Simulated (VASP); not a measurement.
Set up this calculation in VASP 6.6.1, as the native input.

- Task: single point
- Functional: LDA
- Potentials or basis: VASP PAW LDA potentials, release 64 (Al, P)
- Cutoff: 500 eV
- k mesh: 8 × 8 × 8
- Occupations: gaussian, width 0.01 eV
- Spin: no spin polarisation
- Dipole correction: no
- Further INCAR settings: ALGO = Normal; EDIFF = 1e-06; NBANDS = 11

The structure of AlP lies in POSCAR:

```
AlP
1.0
    0.0000000000      2.6565642844      2.6565642844
    2.6565642844      0.0000000000      2.6565642844
    2.6565642844      2.6565642844      0.0000000000
Al P
1 1
Direct
    0.0000000000      0.0000000000      0.0000000000
    0.7500000000      0.7500000000      0.7500000000
```

These files were run (other wordings do the same):

INCAR

```
ALGO = Normal
EDIFF = 1E-6
ENCUT = 500
GGA = CA
GGA_COMPAT = F
ISIF = 2
ISMEAR = 0
LASPH = T
LCHARG = F
LREAL = F
LWAVE = F
NBANDS = 11
NELM = 120
PREC = Accurate
SIGMA = 0.01
```

KPOINTS

```
k-points
0
Gamma
  8 8 8
```

Potentials or basis: VASP PAW LDA potentials, release 64 (Al, P).

Run with:

```console
$ cat potpaw_LDA.64/Al/POTCAR potpaw_LDA.64/P/POTCAR > POTCAR
$ mpirun -np 1 vasp_std > vasp.out
```

It gave:

```
Pressure               : 7.1 GPa
Band gap on the k mesh : 1.27 eV (least direct gap 3.57 eV)
```

Caveat: the cell stands under pressure.

Run time: 13 s on 1 thread of Intel Xeon 8259CL, with other jobs on the host, peak memory 0.14 GiB.
